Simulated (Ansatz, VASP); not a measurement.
Ba in VASP and in Ansatz

```
Ba
1.0
    -2.50650    2.50650    2.50650
     2.50650   -2.50650    2.50650
     2.50650    2.50650   -2.50650
Ba
1
Direct
  0.00000 0.00000 0.00000
```

Alike in both runs: task single point; functional PBEsol; k mesh 8 × 8 × 8; occupations gaussian, width 0.05 eV; no spin polarisation.

```csv
,VASP,Ansatz
version,VASP 6.6.1,Ansatz 0.2.0
potentials or method,"VASP PAW PBE potentials, release 64 (Ba_sv), cutoff 520 eV","all-electron LAPW, scalar-relativistic"
```

|  | VASP | Ansatz | Ansatz less VASP |
| --- | --- | --- | --- |
| gap on the k mesh at the Fermi level (eV) | none | none | - |
| pressure (GPa) | -0.7 | -0.7 | -0.06 |

VASP's potentials were made for PBE, not for PBEsol. A gap of «none» marks a metal or a gap that the smearing closes. Ansatz ran all-electron here, and VASP with PAW potentials.

Spin-orbit coupling is off throughout.
